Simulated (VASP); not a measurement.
CaY, 2 atoms in the cell. Symmetry: C2/m, No. 12, monoclinic system. The conventional cell has a = 3.953 Å, b = 5.866 Å, c = 6.176 Å, α = 90.00°, β = 90.28°, γ = 90.00°. Ca (site symmetry 2/m) has 6 Ca at 3.54 to 3.95 Å and 8 Y at 3.66 to 4.26 Å within 4.6 Å. Within 4.6 Å of Y (site symmetry 2/m) lie 6 Y at 3.54 to 3.95 Å and 8 Ca at 3.66 to 4.26 Å. 

```yaml
Program: VASP 6.6.1
Task: single point
Functional: LDA
Potentials_or_basis: VASP PAW LDA potentials, release 64 (Ca_sv, Y_sv)
Cutoff: 520 eV
k_mesh: 3 × 3 × 2
Occupations: fermi-dirac, width 0.1 eV
Spin: no spin polarisation
Dipole_correction: no
Further_INCAR_settings: ALGO = Normal; EDIFF = 1e-07; NBANDS = 18
```

Potentials or basis: VASP PAW LDA potentials, release 64 (Ca_sv, Y_sv).

Command:

```bash
$ cat potpaw_LDA.64/Ca_sv/POTCAR potpaw_LDA.64/Y_sv/POTCAR > POTCAR
$ mpirun -np 1 vasp_std > vasp.out
```

Hardware: 1 thread of AMD EPYC 9R45 (Zen 5) (shared host).

Question: How long does it take, and how much memory?

Answer: Run time: 8.2 s on 1 thread of AMD EPYC 9R45 (Zen 5), with other jobs on the host, peak memory 0.14 GiB. Counts: scf iterations 14, k points 8.
